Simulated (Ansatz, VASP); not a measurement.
H2CO in VASP and in Ansatz

```xyz
4
Lattice="6.3710 0.0000 0.0000 -3.1855 5.5175 0.0000 0.0000 0.0000 27.4268" Properties=species:S:1:pos:R:3 pbc="T T T"
C    -3.2561    3.6504   16.8233
O    -4.4864    3.0749   17.0417
H    -1.6889    6.2688   16.8115
H     0.1466    5.3057   16.7502
```

Alike in both runs: task single point; functional PBE; dispersion D3(BJ); k mesh 4 × 4 × 1; occupations gaussian, width 0.1 eV; no spin polarisation.

```csv
,VASP,Ansatz
version,VASP 6.6.1,Ansatz 0.2.0
potentials or method,"VASP PAW PBE potentials, release 64 (C, O, H), cutoff 520 eV","scalar-relativistic, plane waves, PAW"
valence electrons in the cell,12,12
```

VASP gave:

* gap on the k mesh at the Fermi level (eV): 1.86
* rms of the force components (eV/Å): 4.870

Q: Estimate Ansatz's values.

A: gap on the k mesh at the Fermi level (eV): 1.86; rms of the force components (eV/Å): 4.977.

Atom by atom the forces differ by 0.109 eV/Å (rms over components).
